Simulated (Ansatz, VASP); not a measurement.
KMgF3: VASP beside Ansatz

INCAR

```
SYSTEM = KMgF3
PREC = Accurate
ENCUT = 520
EDIFF = 1E-7
ISMEAR = 0
SIGMA = 0.05
LREAL = .FALSE.
LASPH = .TRUE.
NELM = 100
ALGO = Normal
ISIF = 2
LWAVE = .FALSE.
LCHARG = .FALSE.
GGA = PE
NBANDS = 24
```

The input KPOINTS:

```
regular mesh
0
G
  6 6 6
  0 0 0
```

POSCAR

```
KMgF3
1.0
    4.1453360000      0.0000000000      0.0000000000
    0.0000000000      4.1453360000      0.0000000000
    0.0000000000      0.0000000000      3.6670280000
K Mg F
1 1 3
Direct
    0.5000000000      0.5000000000      0.5000000000
    0.0000000000      0.0000000000      0.0000000000
    0.5000000000      0.0000000000      0.0000000000
    0.0000000000      0.5000000000      0.0000000000
    0.0000000000      0.0000000000      0.5000000000
```

Input for Ansatz:

```yaml
crystal:
  lattice:
    - [4.145336, 0.0, 0.0]
    - [0.0, 4.145336, 0.0]
    - [0.0, 0.0, 3.667028]
  atoms:
    - { symbol: K, position: [0.5, 0.5, 0.5] }
    - { symbol: Mg, position: [0.0, 0.0, 0.0] }
    - { symbol: F, position: [0.5, 0.0, 0.0] }
    - { symbol: F, position: [0.0, 0.5, 0.0] }
    - { symbol: F, position: [0.0, 0.0, 0.5] }
basis:
  ecutwfc: 420
kpoints:
  mp_grid: { grid: [6, 6, 6] }
hamiltonian:
  xc: pbe
scf:
  occupations: { method: gaussian, width: 0.05 }
output:
  forces: true
  stress: true
  eigenvalues: true
```

Change from the starting cell: strain +0.040 along x and y, -0.080 along z, atoms carried along.

Alike in both runs: task single point; functional PBE; k mesh 6 × 6 × 6; occupations gaussian, width 0.05 eV; no spin polarisation.

```csv
,VASP,Ansatz
version,VASP 6.6.1,Ansatz 0.2.0
potentials or method,"VASP PAW PBE potentials, release 64 (K_sv, Mg, F), cutoff 520 eV","scalar-relativistic, plane waves, PAW"
valence electrons in the cell,32,40
```

VASP gave:

| Item | Value |
| --- | --- |
| gap on the k mesh at the Fermi level (eV) | 7.29 |
| least direct gap on the mesh (eV) | 7.57 |
| pressure (GPa) | 5.7 |
| traceless stress, the component that is largest in VASP (GPa) | 10.76 |

Question: Estimate Ansatz's values.

Answer: gap on the k mesh at the Fermi level (eV): 7.32; least direct gap on the mesh (eV): 7.60; pressure (GPa): 6.1; traceless stress, the component that is largest in VASP (GPa): 10.68.

VASP's potentials hold 32 valence electrons a cell and Ansatz's 40, so a difference there can come from the potentials and not from the codes.
